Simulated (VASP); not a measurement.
# CaGeN (P4/mmm) in VASP: single point with PBE

Aim: the single point of CaGeN with PBE.

Program: VASP 6.6.1. These are calculated values, not measurements. Logs are shortened: lines on timing, memory, paths and dates and some standing lists are left out, and cuts for length are marked.

## Step 1: The cell of the first run

It takes space group P4/mmm (No. 123, tetragonal). The conventional cell has a = 3.550 Å, b = 3.550 Å, c = 4.488 Å, α = 90.00°, β = 90.00°, γ = 90.00°. Within 3.0 Å of Ca (site symmetry 4/mmm) lie 2 Ge at 2.24 Å. Within 3.0 Å of Ge (site symmetry 4/mmm) lie 2 Ca at 2.24 Å and 4 N at 2.51 Å. Within 3.3 Å of N (site symmetry 4/mmm) lie 4 Ge at 2.51 Å.

## Step 2: Single point, PBE

File INCAR:

```
  PREC = Accurate
  ENCUT = 520
  EDIFF = 1E-6
  ISMEAR = 0
  SIGMA = 0.1
  LREAL = F
  LASPH = T
  NELM = 100
  ALGO = Normal
  ISIF = 2
  LWAVE = F
  LCHARG = F
  GGA = PE
  NBANDS = 22
```

File KPOINTS:

```
regular mesh
0
Gamma
  6 6 4
```

File POSCAR:

```
CaGeN
1.0
    3.5504661500      0.0000000000      0.0000000000
    0.0000000000      3.5504661500      0.0000000000
    0.0000000000      0.0000000000      4.4878574300
Ca Ge N
1 1 1
Direct
    0.0000000000      0.0000000000      0.0000000000
    0.0000000000      0.0000000000      0.5000000000
    0.5000000000      0.5000000000      0.5000000000
```

Potentials or basis: VASP PAW PBE potentials, release 64 (Ca_sv, Ge_d, N).

Started as:

```console
cat potpaw_PBE.64/Ca_sv/POTCAR potpaw_PBE.64/Ge_d/POTCAR potpaw_PBE.64/N/POTCAR > POTCAR
mpirun -np 1 vasp_std > vasp.out
```

OUTCAR:

```text
PREC = Accurate
   ENCUT = 520
   EDIFF = 1E-6
   ISMEAR = 0
   LREAL = F
   LASPH = T
   NELM = 100
   ISIF = 2
   GGA = PE

 ion  position               nearest neighbor table
   1  0.000  0.000  0.000-   2 2.24   2 2.24
   2  0.000  0.000  0.500-   1 2.24   1 2.24
   3  0.500  0.500  0.500-

  LATTYP: Found a simple tetragonal cell.
 ALAT       =     3.5504661500
 C/A-ratio  =     1.2640192134

  Lattice vectors:

 A1 = (   3.5504661500,   0.0000000000,   0.0000000000)
 A2 = (   0.0000000000,   3.5504661500,   0.0000000000)
 A3 = (   0.0000000000,   0.0000000000,   4.4878574300)

Analysis of symmetry for initial positions (statically):
=====================================================================
 Subroutine PRICEL returns:
 Original cell was already a primitive cell.

 Routine SETGRP: Setting up the symmetry group for a
 simple tetragonal supercell.

 Subroutine GETGRP returns: Found 16 space group operations
 (whereof 16 operations were pure point group operations)
 out of a pool of 16 trial point group operations.

The static configuration has the point symmetry D_4h.

Analysis of symmetry for dynamics (positions and initial velocities):
=====================================================================
 Subroutine PRICEL returns:
 Original cell was already a primitive cell.

 Routine SETGRP: Setting up the symmetry group for a
 simple tetragonal supercell.

 Subroutine GETGRP returns: Found 16 space group operations
 (whereof 16 operations were pure point group operations)
 out of a pool of 16 trial point group operations.

The dynamic configuration has the point symmetry D_4h.

 Subroutine INISYM returns: Found 16 space group operations
 (whereof 16 operations are pure point group operations),
 and found     1 'primitive' translations

----------------------------------------------------------------------------------------

                                     Primitive cell

  volume of cell :      56.5731

  direct lattice vectors                    reciprocal lattice vectors
     3.550466150  0.000000000  0.000000000     0.281653157  0.000000000  0.000000000
     0.000000000  3.550466150  0.000000000     0.000000000  0.281653157  0.000000000
     0.000000000  0.000000000  4.487857430     0.000000000  0.000000000  0.222823478

  length of vectors
     3.550466150  3.550466150  4.487857430     0.281653157  0.281653157  0.222823478

  position of ions in fractional coordinates (direct lattice)
     0.000000000  0.000000000  0.000000000
[... 79 lines left out ...]
   NELM   =    100;   NELMIN=  2; NELMDL= -5     # of ELM steps
   EDIFF  = 0.1E-05   stopping-criterion for ELM
   LREAL  =      F    real-space projection
   EDIFFG = 0.1E-04   stopping-criterion for IOM
   NSW    =      0    number of steps for IOM
   IBRION =     -1    ionic relax: 0-MD 1-quasi-New 2-CG
   NFREE  =      0    steps in history (QN), initial steepest desc. (CG)
   ISIF   =      2    stress and relaxation
   ISYM   =      2    0-nonsym 1-usesym 2-fastsym
   POTIM  = 0.5000    time-step for ionic-motion
   TEBEG  =    0.0;   TEEND  =   0.0 temperature during run
   PSTRESS=    0.0 pullay stress
   NELECT =      29.0000    total number of electrons
   NUPDOWN=      -1.0000    fix difference up-down
   EMIN   =  10.00;   EMAX   =-10.00  energy-range for DOS
   EFERMI =   0.00;   METHOD = LEGACY
   ISMEAR =     0;   SIGMA  =   0.10  broadening in eV -4-tet -1-fermi 0-gaus
   EFERMI_NEDOS =   21; number of points for ismear=-14 and -15
   IALGO  =     38    algorithm
   IMIX   =      4    mixing-type and parameters
     AMIX     =   0.40;   BMIX     =  1.00
     AMIX_MAG =   1.60;   BMIX_MAG =  1.00
  volume/ion in A,a.u.               =      18.86       127.26
  Fermi-wavevector in a.u.,A,eV,Ry     =   1.310200  2.475919 23.356084  1.716624
  Thomas-Fermi vector in A             =   2.440747
   LORBIT       =      0    0 simple, 1 ext, 2 COOP (PROOUT), +10 PAW based schemes
   GGA     = PE    functional components
   LHFCALC =     F    Hartree Fock is set to
   AEXX    =    0.0000 exact exchange contribution
   IVDW    =     0    specifies the selected vdW correction
   LEPSILON=     F    determine dielectric tensor
   LRPA    =     F    only Hartree local field effects (RPA)
 non-spin polarized calculation
 Gauss-broadening in eV      SIGMA  =   0.10
  energy-cutoff  :      520.00
  volume of cell :       56.57
 maximum number of plane-waves:      1556
 NGX is ok and might be reduce to    28
   NGX = 13   NGY = 13   NGZ = 17

 number of electron      28.9999994 magnetization

 Free energy of the ion-electron system (eV)
  ---------------------------------------------------
  ext. energy  EPLUGINS =         0.00000000
  ---------------------------------------------------
  free energy    TOTEN  =        -9.43538604 eV

  energy without entropy =       -9.42574146  energy(sigma->0) =       -9.43056375

 E-fermi :   4.6426     XC(G=0):  -9.8564

 val. band max:        4.5542963217   @ k =   0.0000   0.0000   0.2500
 cond. band min:       4.6557584108   @ k =   0.5000   0.0000   0.0000
 fundamental gap:      0.1014620891
 Fermi energy:         4.6426198897

 k-point     1 :       0.0000    0.0000    0.0000
  band No.  band energies     occupation
      1     -36.8293      2.00000
      2     -20.5444      2.00000
      3     -20.4676      2.00000
      4     -20.4676      2.00000
      5     -20.3634      2.00000
      6     -20.3388      2.00000
[... 589 lines left out ...]
     21      10.2884      0.00000
     22      10.5683      0.00000

 [... further k-points ...]

------------------------ aborting loop because EDIFF is reached ----------------------------------------

  FORCE on cell =-STRESS in cart. coord.  units (eV):
  Direction    XX          YY          ZZ          XY          YZ          ZX
  --------------------------------------------------------------------------------------
  -------------------------------------------------------------------------------------
  Total       -4.4627174     -4.4627174     22.8312407      0.0000000      0.0000000      0.0000000
  in kB     -126.3863478   -126.3863478    646.5919449      0.0000000      0.0000000      0.0000000
  external PRESSURE =     131.2730831 kB  Pullay stress =       0.0000000 kB

 VOLUME and BASIS-vectors are now :
 -----------------------------------------------------------------------------
  energy-cutoff  :      520.00
  volume of cell :       56.57
      direct lattice vectors                 reciprocal lattice vectors
     3.550466150  0.000000000  0.000000000     0.281653157  0.000000000  0.000000000
     0.000000000  3.550466150  0.000000000     0.000000000  0.281653157  0.000000000
     0.000000000  0.000000000  4.487857430     0.000000000  0.000000000  0.222823478

 POSITION                                       TOTAL-FORCE (eV/Angst)
 -----------------------------------------------------------------------------------
      0.00000      0.00000      0.00000         0.000000      0.000000      0.000000
      0.00000      0.00000      2.24393         0.000000      0.000000      0.000000
      1.77523      1.77523      2.24393         0.000000      0.000000      0.000000
 -----------------------------------------------------------------------------------
    total drift:                               -0.000000      0.000000      0.000000

  FREE ENERGIE OF THE ION-ELECTRON SYSTEM (eV)
  ---------------------------------------------------
  free  energy   TOTEN  =        -9.4353860368 eV

  energy  without entropy=       -9.4257414576  energy(sigma->0) =       -9.43056375
```

OSZICAR:

```text
N       E                     dE             d eps       ncg     rms          rms(c)
DAV:   1     0.266858542787E+03    0.26686E+03   -0.14574E+04  1524   0.253E+03
DAV:   2     0.259893595111E+02   -0.24087E+03   -0.22957E+03  1392   0.659E+02
DAV:   3    -0.828691464715E+01   -0.34276E+02   -0.32914E+02  1628   0.145E+02
DAV:   4    -0.103052922786E+02   -0.20184E+01   -0.20038E+01  1644   0.389E+01
DAV:   5    -0.103955381941E+02   -0.90246E-01   -0.90198E-01  1984   0.691E+00    0.634E+00
DAV:   6    -0.101649807536E+02    0.23056E+00   -0.88408E+00  1720   0.105E+01    0.626E+00
DAV:   7    -0.947383816650E+01    0.69114E+00   -0.23944E+00  1674   0.755E+00    0.203E+00
DAV:   8    -0.943782567023E+01    0.36012E-01   -0.22555E-01  1410   0.301E+00    0.617E-01
DAV:   9    -0.943489286833E+01    0.29328E-02   -0.23841E-02  1954   0.928E-01    0.151E-01
DAV:  10    -0.943525958654E+01   -0.36672E-03   -0.12910E-03  1566   0.245E-01    0.642E-02
DAV:  11    -0.943538225248E+01   -0.12267E-03   -0.20096E-04  1858   0.118E-01    0.260E-02
DAV:  12    -0.943538574945E+01   -0.34970E-05   -0.16879E-05  1500   0.369E-02    0.729E-03
DAV:  13    -0.943538603682E+01   -0.28737E-06   -0.18634E-06  1446   0.131E-02
   1 F= -.94353860E+01 E0= -.94305637E+01  d E =-.964458E-02
```

Run time: 43 s. Hardware: 1 thread of Intel Xeon Platinum 8259CL at 2.50GHz (Skylake/Cascade Lake), shared host; peak memory 0.19 GiB.

Results:

- Free energy: -9.4354 eV
- Pressure: 13.1 GPa

Stress tensor (GPa, compression positive):
```
-12.64   0.00   0.00
  0.00 -12.64   0.00
  0.00   0.00  64.66
```
